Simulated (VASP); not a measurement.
# Mg (I4/mmm) in VASP: notebook

Mg is run at these levels: r2SCAN+D3(BJ); tasks: single point.

Everything below comes from runs of VASP 6.6.1. Logs are shortened: lines on timing, memory, paths and dates and some standing lists are left out, and cuts for length are marked.

**1. The cell of the first run**

The structure is tetragonal, space group I4/mmm (No. 139). The conventional cell has a = 3.672 Å, b = 3.672 Å, c = 3.359 Å, α = 90.00°, β = 90.00°, γ = 90.00°. Within 4.1 Å of Mg (site symmetry 4/mmm) lie 14 Mg at 3.09 to 3.67 Å.

**2. Single point, r2SCAN+D3(BJ)**

Contents of POSCAR:

```
Mg
1.0
   -1.8359916300      1.8359916300      1.6794040200
    1.8359916300     -1.8359916300      1.6794040200
    1.8359916300      1.8359916300     -1.6794040200
Mg
1
Direct
    0.0000000000      0.0000000000      0.0000000000
```

Contents of INCAR.step1:

```
  ALGO = Normal
  EDIFF = 1E-4
  ENCUT = 520
  GGA = PE
  ISMEAR = -1
  LASPH = True
  LCHARG = False
  LREAL = False
  LWAVE = True
  NBANDS = 7
  NELM = 80
  PREC = Accurate
  SIGMA = 0.05
```

Contents of INCAR.step2:

```
  ALGO = Normal
  EDIFF = 1E-6
  ENCUT = 520
  ISIF = 2
  ISMEAR = -1
  ISTART = 1
  IVDW = 12
  LASPH = True
  LCHARG = True
  LELF = True
  LMIXTAU = True
  LREAL = False
  LVHAR = True
  LWAVE = False
  METAGGA = R2SCAN
  NBANDS = 7
  NELM = 80
  PREC = Accurate
  SIGMA = 0.05
  VDW_A1 = 0.49484001
  VDW_A2 = 5.73083694
  VDW_S6 = 1.0
  VDW_S8 = 0.78981345
```

Contents of KPOINTS:

```
k-points
0
Gamma
  3 3 3
```

Potentials or basis: VASP PAW PBE potentials, release 64 (Mg).

Launch:

```sh
$ cat potpaw_PBE.64/Mg/POTCAR > POTCAR
$ cp INCAR.step1 INCAR
$ mpirun -np 1 vasp_std > vasp.out
$ cp INCAR.step2 INCAR
$ mpirun -np 1 vasp_std > vasp.out
```

OUTCAR:

```text
EDIFF = 1E-6
   ENCUT = 520
   ISIF = 2
   ISMEAR = -1
   ISTART = 1
   IVDW = 12
   LASPH = True
   LREAL = False
   METAGGA = R2SCAN
   NELM = 80
   PREC = Accurate
 IVDW          = 12

 ion  position               nearest neighbor table
   1  0.000  0.000  0.000-

  LATTYP: Found a body centered tetragonal cell.
 ALAT       =     3.6719832600
 C/A-ratio  =     0.9147122419

  Lattice vectors:

 A1 = (  -1.8359916300,   1.8359916300,   1.6794040200)
 A2 = (   1.8359916300,  -1.8359916300,   1.6794040200)
 A3 = (   1.8359916300,   1.8359916300,  -1.6794040200)

Analysis of symmetry for initial positions (statically):
=====================================================================
 Subroutine PRICEL returns:
 Original cell was already a primitive cell.

 Routine SETGRP: Setting up the symmetry group for a
 body centered tetragonal supercell.

 Subroutine GETGRP returns: Found 16 space group operations
 (whereof 16 operations were pure point group operations)
 out of a pool of 16 trial point group operations.

The static configuration has the point symmetry D_4h.

Analysis of symmetry for dynamics (positions and initial velocities):
=====================================================================
 Subroutine PRICEL returns:
 Original cell was already a primitive cell.

 Routine SETGRP: Setting up the symmetry group for a
 body centered tetragonal supercell.

 Subroutine GETGRP returns: Found 16 space group operations
 (whereof 16 operations were pure point group operations)
 out of a pool of 16 trial point group operations.

The dynamic configuration has the point symmetry D_4h.

 Subroutine INISYM returns: Found 16 space group operations
 (whereof 16 operations are pure point group operations),
 and found     1 'primitive' translations

----------------------------------------------------------------------------------------

                                     Primitive cell

  volume of cell :      22.6442

  direct lattice vectors                    reciprocal lattice vectors
    -1.835991630  1.835991630  1.679404020     0.000000000  0.272332396  0.297724665
     1.835991630 -1.835991630  1.679404020     0.272332396  0.000000000  0.297724665
     1.835991630  1.835991630 -1.679404020     0.272332396  0.272332396  0.000000000

  length of vectors
     3.092269133  3.092269133  3.092269133     0.403490905  0.403490905  0.385136168

  position of ions in fractional coordinates (direct lattice)
     0.000000000  0.000000000  0.000000000

  ion indices of the primitive-cell ions
   primitive index   ion index
                 1           1

----------------------------------------------------------------------------------------

 KPOINTS: k-points

Automatic generation of k-mesh.
 Grid dimensions read from file:
 generate k-points for:    3    3    3

 Generating k-lattice:

  Cartesian coordinates                     Fractional coordinates (reciprocal lattice)
     0.000000000  0.090777465  0.099241555     0.333333333  0.000000000  0.000000000
     0.090777465  0.000000000  0.099241555     0.000000000  0.333333333  0.000000000
     0.090777465  0.090777465  0.000000000     0.000000000  0.000000000  0.333333333

  Length of vectors
     0.134496968  0.134496968  0.128378723

  Shift w.r.t. Gamma in fractional coordinates (k-lattice)
     0.000000000  0.000000000  0.000000000

 Subroutine IBZKPT returns following result:
 ===========================================

 Found      6 irreducible k-points:

 Following reciprocal coordinates:
            Coordinates               Weight
  0.000000  0.000000  0.000000      1.000000
  0.333333  0.000000  0.000000      8.000000
  0.333333  0.333333  0.000000      8.000000
 -0.333333  0.333333  0.000000      4.000000
 -0.333333  0.333333  0.333333      4.000000
 -0.333333 -0.333333  0.333333      2.000000
   k-points           NKPTS =      6   k-points in BZ     NKDIM =      6   number of bands    NBANDS=      7
   number of dos      NEDOS =    301   number of ions     NIONS =      1
   total plane-waves  NPLWV =  13824
   dimension x,y,z NGX =    24 NGY =   24 NGZ =   24
   dimension x,y,z NGXF=    48 NGYF=   48 NGZF=   48
   ions per type =               1
   NGX,Y,Z   is equivalent  to a cutoff of  12.90, 12.90, 12.90 a.u.
   NGXF,Y,Z  is equivalent  to a cutoff of  25.81, 25.81, 25.81 a.u.
 SYSTEM =  unknown system
   PREC   = accura    normal or accurate (medium, high low for compatibility)
   ISTART =      1    job   : 0-new  1-cont  2-samecut
   ICHARG =      0    charge: 1-file 2-atom 10-const
   ISPIN  =      1    spin polarized calculation?
   LNONCOLLINEAR =      F non collinear calculations
   LSORBIT =      F    spin-orbit coupling
   LASPH  =      T    aspherical Exc in radial PAW
   ENCUT  =  520.0 eV  38.22 Ry    6.18 a.u.   5.75  5.75  5.75*2*pi/ulx,y,z
   NELM   =     80;   NELMIN=  2; NELMDL=  0     # of ELM steps
   EDIFF  = 0.1E-05   stopping-criterion for ELM
   LREAL  =      F    real-space projection
   EDIFFG = 0.1E-04   stopping-criterion for IOM
   NSW    =      0    number of steps for IOM
   IBRION =     -1    ionic relax: 0-MD 1-quasi-New 2-CG
   NFREE  =      0    steps in history (QN), initial steepest desc. (CG)
   ISIF   =      2    stress and relaxation
   ISYM   =      2    0-nonsym 1-usesym 2-fastsym
   POTIM  = 0.5000    time-step for ionic-motion
   TEBEG  =    0.0;   TEEND  =   0.0 temperature during run
   PSTRESS=    0.0 pullay stress
   NELECT =       2.0000    total number of electrons
   NUPDOWN=      -1.0000    fix difference up-down
   EMIN   =  10.00;   EMAX   =-10.00  energy-range for DOS
   EFERMI =   0.00;   METHOD = LEGACY
   ISMEAR =    -1;   SIGMA  =   0.05  broadening in eV -4-tet -1-fermi 0-gaus
   EFERMI_NEDOS =   21; number of points for ismear=-14 and -15
   IALGO  =     38    algorithm
   IMIX   =      4    mixing-type and parameters
     AMIX     =   0.40;   BMIX     =  1.00
     AMIX_MAG =   1.60;   BMIX_MAG =  1.00
  volume/ion in A,a.u.               =      22.64       152.81
  Fermi-wavevector in a.u.,A,eV,Ry     =   0.729065  1.377732  7.231974  0.531535
  Thomas-Fermi vector in A             =   1.820694
   LORBIT       =      0    0 simple, 1 ext, 2 COOP (PROOUT), +10 PAW based schemes
   METAGGA = R2SCAN    functional components
   LHFCALC =     F    Hartree Fock is set to
   AEXX    =    0.0000 exact exchange contribution
   IVDW    =    12    specifies the selected vdW correction
   LEPSILON=     F    determine dielectric tensor
   LRPA    =     F    only Hartree local field effects (RPA)
 non-spin polarized calculation
  energy-cutoff  :      520.00
  volume of cell :       22.64
 maximum number of plane-waves:       620
   NGX = 11   NGY = 11   NGZ = 11

 number of electron       2.0000000 magnetization

 Free energy of the ion-electron system (eV)
  ---------------------------------------------------
  ext. energy  EPLUGINS =         0.00000000
  ---------------------------------------------------
  free energy    TOTEN  =        -3.72489315 eV

  energy without entropy =       -3.70046722  energy(sigma->0) =       -3.71268019

 E-fermi :   2.9441     XC(G=0):  -9.0717

 val. band max:        2.8549763574   @ k =   0.3333   0.3333   0.0000
 cond. band min:       3.0332088700   @ k =   0.3333   0.3333   0.0000
 fundamental gap:      0.1782325126
 Fermi energy:         2.9440926137

 k-point     1 :       0.0000    0.0000    0.0000
  band No.  band energies     occupation
      1      -4.7106      2.00000
      2      15.4830      0.00000
      3      17.4788      0.00000
      4      17.4788      0.00000
      5      17.8379      0.00000
      6      18.1770      0.00000
      7      18.1770      0.00000

 k-point     2 :       0.3333    0.0000    0.0000
  band No.  band energies     occupation
      1      -1.8527      2.00000
      2       6.4404      0.00000
      3      11.9835      0.00000
      4      13.0963      0.00000
      5      13.7445      0.00000
      6      15.7774      0.00000
      7      21.4344      0.00000

 k-point     3 :       0.3333    0.3333    0.0000
  band No.  band energies     occupation
      1       2.8550      1.71197
      2       3.0332      0.28803
      3       4.6678      0.00000
      4      11.6113      0.00000
      5      17.6788      0.00000
      6      18.4258      0.00000
      7      21.5659      0.00000

 k-point     4 :      -0.3333    0.3333    0.0000
  band No.  band energies     occupation
      1      -2.1010      2.00000
      2       5.4555      0.00000
      3      13.8061      0.00000
      4      14.6110      0.00000
      5      15.6118      0.00000
      6      16.1331      0.00000
      7      20.1729      0.00000

 k-point     5 :      -0.3333    0.3333    0.3333
  band No.  band energies     occupation
      1       0.4414      2.00000
      2       7.3000      0.00000
      3       8.1749      0.00000
      4       9.6633      0.00000
      5      11.6064      0.00000
      6      15.9296      0.00000
      7      22.5871      0.00000

 k-point     6 :      -0.3333   -0.3333    0.3333
  band No.  band energies     occupation
      1       1.3923      2.00000
      2       7.5270      0.00000
      3       7.5271      0.00000
      4       8.0657      0.00000
      5      10.5363      0.00000
      6      19.2737      0.00000
      7      21.6458      0.00000

------------------------ aborting loop because EDIFF is reached ----------------------------------------

 Edisp (eV)   -0.13574

 E8    (eV) :    -0.0468

  FORCE on cell =-STRESS in cart. coord.  units (eV):
  Direction    XX          YY          ZZ          XY          YZ          ZX
  --------------------------------------------------------------------------------------
  -------------------------------------------------------------------------------------
  Total      -0.10281    -0.10281    -0.43141     0.00000    -0.00000     0.00000
  in kB      -7.27405    -7.27405   -30.52438     0.00000    -0.00000     0.00000
  external pressure =      -15.02 kB  Pullay stress =        0.00 kB

 VOLUME and BASIS-vectors are now :
 -----------------------------------------------------------------------------
  energy-cutoff  :      520.00
  volume of cell :       22.64
      direct lattice vectors                 reciprocal lattice vectors
    -1.835991630  1.835991630  1.679404020     0.000000000  0.272332396  0.297724665
     1.835991630 -1.835991630  1.679404020     0.272332396  0.000000000  0.297724665
     1.835991630  1.835991630 -1.679404020     0.272332396  0.272332396  0.000000000

 POSITION                                       TOTAL-FORCE (eV/Angst)
 -----------------------------------------------------------------------------------
      0.00000      0.00000      0.00000         0.000000     -0.000000      0.000000
 -----------------------------------------------------------------------------------
    total drift:                                0.000000      0.000000      0.000000

  FREE ENERGIE OF THE ION-ELECTRON SYSTEM (eV)
  ---------------------------------------------------
  free  energy   TOTEN  =        -3.8606345991 eV

  energy  without entropy=       -3.8362086605  energy(sigma->0) =       -3.84842163
```

It took 4.6 s on 1 thread of Intel Xeon 6975P-C (Granite Rapids), shared host; peak memory 0.14 GiB.

The run converged, but its numbers aren't listed here, since they failed a check.

Caveat: the k points lie up to 0.85 Å⁻¹ apart; the mesh shows a gap though the element is a metal; the PAW data sets were made with another functional, which shifts forces and pressure a little.

**3. Single point, r2SCAN+D3(BJ)**

POSCAR is that of step 2.

INCAR.step1, as its differences from that of step 2:

```diff
@@ -10,3 +10,3 @@
   NBANDS = 7
-  NELM = 80
+  NELM = 100
   PREC = Accurate
```

INCAR.step2, as its differences from that of step 2:

```diff
@@ -8,7 +8,5 @@
   LASPH = True
-  LCHARG = True
-  LELF = True
+  LCHARG = False
   LMIXTAU = True
   LREAL = False
-  LVHAR = True
   LWAVE = False
@@ -16,3 +14,3 @@
   NBANDS = 7
-  NELM = 80
+  NELM = 100
   PREC = Accurate
```

Contents of KPOINTS:

```
k-points
0
Gamma
  4 4 4
```

Potentials or basis: VASP PAW PBE potentials, release 64 (Mg).

Launch:

```sh
$ cat potpaw_PBE.64/Mg/POTCAR > POTCAR
$ cp INCAR.step1 INCAR
$ mpirun -np 1 vasp_std > vasp.out
$ cp INCAR.step2 INCAR
$ mpirun -np 1 vasp_std > vasp.out
```

OUTCAR:

```text
EDIFF = 1E-6
   ENCUT = 520
   ISIF = 2
   ISMEAR = -1
   ISTART = 1
   IVDW = 12
   LASPH = True
   LREAL = False
   METAGGA = R2SCAN
   NELM = 100
   PREC = Accurate
 IVDW          = 12

 ion  position               nearest neighbor table
   1  0.000  0.000  0.000-

  LATTYP: Found a body centered tetragonal cell.
 ALAT       =     3.6719832600
 C/A-ratio  =     0.9147122419

  Lattice vectors:

 A1 = (  -1.8359916300,   1.8359916300,   1.6794040200)
 A2 = (   1.8359916300,  -1.8359916300,   1.6794040200)
 A3 = (   1.8359916300,   1.8359916300,  -1.6794040200)

Analysis of symmetry for initial positions (statically):
=====================================================================
 Subroutine PRICEL returns:
 Original cell was already a primitive cell.

 Routine SETGRP: Setting up the symmetry group for a
 body centered tetragonal supercell.

 Subroutine GETGRP returns: Found 16 space group operations
 (whereof 16 operations were pure point group operations)
 out of a pool of 16 trial point group operations.

The static configuration has the point symmetry D_4h.

Analysis of symmetry for dynamics (positions and initial velocities):
=====================================================================
 Subroutine PRICEL returns:
 Original cell was already a primitive cell.

 Routine SETGRP: Setting up the symmetry group for a
 body centered tetragonal supercell.

 Subroutine GETGRP returns: Found 16 space group operations
 (whereof 16 operations were pure point group operations)
 out of a pool of 16 trial point group operations.

The dynamic configuration has the point symmetry D_4h.

 Subroutine INISYM returns: Found 16 space group operations
 (whereof 16 operations are pure point group operations),
 and found     1 'primitive' translations

----------------------------------------------------------------------------------------

                                     Primitive cell

  volume of cell :      22.6442
[... 95 lines left out ...]
     AMIX_MAG =   1.60;   BMIX_MAG =  1.00
  volume/ion in A,a.u.               =      22.64       152.81
  Fermi-wavevector in a.u.,A,eV,Ry     =   0.729065  1.377732  7.231974  0.531535
  Thomas-Fermi vector in A             =   1.820694
   LORBIT       =      0    0 simple, 1 ext, 2 COOP (PROOUT), +10 PAW based schemes
   METAGGA = R2SCAN    functional components
   LHFCALC =     F    Hartree Fock is set to
   AEXX    =    0.0000 exact exchange contribution
   IVDW    =    12    specifies the selected vdW correction
   LEPSILON=     F    determine dielectric tensor
   LRPA    =     F    only Hartree local field effects (RPA)
 non-spin polarized calculation
  energy-cutoff  :      520.00
  volume of cell :       22.64
 maximum number of plane-waves:       624
 NGX is ok and might be reduce to    24
   NGX = 11   NGY = 11   NGZ = 11

 number of electron       2.0000000 magnetization

 Free energy of the ion-electron system (eV)
  ---------------------------------------------------
  ext. energy  EPLUGINS =         0.00000000
  ---------------------------------------------------
  free energy    TOTEN  =        -4.15560231 eV

  energy without entropy =       -4.14720598  energy(sigma->0) =       -4.15140414

 E-fermi :   2.4867     XC(G=0):  -9.0869

 val. band max:        2.4610825975   @ k =  -0.2500   0.5000   0.2500
 cond. band min:       2.8420879062   @ k =   0.5000   0.5000   0.2500
 fundamental gap:      0.3810053087
 Fermi energy:         2.4867245428

 k-point     1 :       0.0000    0.0000    0.0000
  band No.  band energies     occupation
      1      -4.7303      2.00000
      2      15.5047      0.00000
      3      17.5025      0.00000
      4      17.5025      0.00000
      5      17.8395      0.00000
      6      18.2184      0.00000
      7      18.2184      0.00000
[... 111 lines left out ...]
 k-point    13 :       0.5000    0.5000    0.5000
  band No.  band energies     occupation
      1       6.1776      0.00000
      2       6.1776      0.00000
      3       6.4476      0.00000
      4       7.1130      0.00000
      5       8.5192      0.00000
      6      11.7739      0.00000
      7      27.6895      0.00000

------------------------ aborting loop because EDIFF is reached ----------------------------------------

 Edisp (eV)   -0.13574

 E8    (eV) :    -0.0468

  FORCE on cell =-STRESS in cart. coord.  units (eV):
  Direction    XX          YY          ZZ          XY          YZ          ZX
  --------------------------------------------------------------------------------------
  -------------------------------------------------------------------------------------
  Total      -0.14322    -0.14322    -0.33004     0.00000     0.00000     0.00000
  in kB     -10.13354   -10.13354   -23.35160     0.00000     0.00000     0.00000
  external pressure =      -14.54 kB  Pullay stress =        0.00 kB

 VOLUME and BASIS-vectors are now :
 -----------------------------------------------------------------------------
  energy-cutoff  :      520.00
  volume of cell :       22.64
      direct lattice vectors                 reciprocal lattice vectors
    -1.835991630  1.835991630  1.679404020     0.000000000  0.272332396  0.297724665
     1.835991630 -1.835991630  1.679404020     0.272332396  0.000000000  0.297724665
     1.835991630  1.835991630 -1.679404020     0.272332396  0.272332396  0.000000000

 POSITION                                       TOTAL-FORCE (eV/Angst)
 -----------------------------------------------------------------------------------
      0.00000      0.00000      0.00000        -0.000000      0.000000      0.000000
 -----------------------------------------------------------------------------------
    total drift:                                0.000000      0.000000     -0.000000

  FREE ENERGIE OF THE ION-ELECTRON SYSTEM (eV)
  ---------------------------------------------------
  free  energy   TOTEN  =        -4.2913437543 eV

  energy  without entropy=       -4.2829474232  energy(sigma->0) =       -4.28714559
```

Wall time 4.4 s (1 thread of Intel Xeon 6975P-C (Granite Rapids), shared host); peak memory 0.14 GiB.

Results:

```
Free energy                : -4.2913 eV
Pressure                   : -1.5 GPa
Band gap on the k mesh     : zero (band 1 reaches 6.18 eV, above the bottom of band 2 at 1.43 eV)
Dispersion energy per atom : -0.136 eV
```

Stress tensor (GPa, compression positive):
```
-1.01  0.00  0.00
 0.00 -1.01  0.00
 0.00  0.00 -2.34
```

Levels at points of the mesh, in eV from the Fermi level:
```tsv
k point	band 1	band 2	band 3	band 4	band 5	band 6
(0.00, 0.00, 0.00)	-7.22	13.02	15.02	15.02	15.35	15.73
(0.50, 0.00, 0.00)	-1.29	-0.36	8.95	9.96	10.69	12.61
(0.50, 0.50, 0.00)	-1.73	-1.05	10.70	11.64	12.57	13.27
(0.50, 0.50, 0.50)	3.69	3.69	3.96	4.63	6.03	9.29
```

Caveat: the k points lie up to 0.63 Å⁻¹ apart; the PAW data sets were made with another functional, which shifts forces and pressure a little; pairwise dispersion overbinds metals, which lowers pressure and volume.

[end of part 1 of 2]
